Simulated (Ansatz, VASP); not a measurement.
**BN in VASP and in Ansatz**

INCAR

```
SYSTEM = BN
PREC = Accurate ; ENCUT = 520
EDIFF = 1E-7 ; ISMEAR = 0
SIGMA = 0.05 ; LREAL = .False.
LASPH = .True. ; NELM = 80
ALGO = Normal ; ISIF = 2
LWAVE = .False. ; LCHARG = .True.
GGA = PE ; LELF = .True.
LVHAR = .True. ; NBANDS = 16
```

The input KPOINTS:

```
regular mesh
0
Gamma
  12 12 6
  0 0 0
```

Contents of POSCAR:

```
BN
1.0
    2.5610799132      0.0037547523      0.0114471704
   -1.2772882457      2.1832420980     -0.0020296986
    0.0189302101      0.0070535901      4.1912509218
B N
2 2
Direct
    0.7392424195      0.3555278017      0.9488869500
    0.3221734724      0.7095496115      0.5554422609
    0.6641740312      0.3144999879      0.6097962867
    0.2744100768      0.6204225988      0.1358745025
```

Input for Ansatz:

```yaml
crystal:
  lattice:
    - [2.5610799132, 0.0037547523, 0.0114471704]
    - [-1.2772882457, 2.183242098, -0.0020296986]
    - [0.0189302101, 0.0070535901, 4.1912509218]
  atoms:
    - { symbol: B, position: [0.7392424195, 0.3555278017, 0.94888695] }
    - { symbol: B, position: [0.3221734724, 0.7095496115, 0.5554422609] }
    - { symbol: "N", position: [0.6641740312, 0.3144999879, 0.6097962867] }
    - { symbol: "N", position: [0.2744100768, 0.6204225988, 0.1358745025] }
basis:
  ecutwfc: 420
kpoints:
  mp_grid: { grid: [12, 12, 6] }
hamiltonian:
  xc: pbe
scf:
  occupations: { method: gaussian, width: 0.05 }
output:
  forces: true
  stress: true
  eigenvalues: true
```

Change from the starting cell: all atoms moved at random (sigma 0.15 Å a component), cell strained at random (sigma 0.01).

Alike in both runs: task single point; functional PBE; k mesh 12 × 12 × 6; occupations gaussian, width 0.05 eV; no spin polarisation.

|  | VASP | Ansatz |
| --- | --- | --- |
| version | VASP 6.6.1 | Ansatz 0.2.0 |
| potentials or method | VASP PAW PBE potentials, release 64 (B, N), cutoff 520 eV | scalar-relativistic, plane waves, PAW |
| valence electrons in the cell | 16 | 16 |

VASP gave:

* gap on the k mesh at the Fermi level (eV): 1.03
* least direct gap on the mesh (eV): 3.45
* pressure (GPa): 36.5
* traceless stress, the component that is largest in VASP (GPa): 25.12
* rms of the force components (eV/Å): 4.964

Question: Which values does Ansatz return?

Answer: gap on the k mesh at the Fermi level (eV): 1.03; least direct gap on the mesh (eV): 3.45; pressure (GPa): 36.4; traceless stress, the component that is largest in VASP (GPa): 25.19; rms of the force components (eV/Å): 4.957.

Atom by atom the forces differ by 0.017 eV/Å (rms over components). Both programs put the cell under a high pressure, so it lies far from rest at this level. With one functional, cell and mesh, what is left measures potentials, basis and numerics.
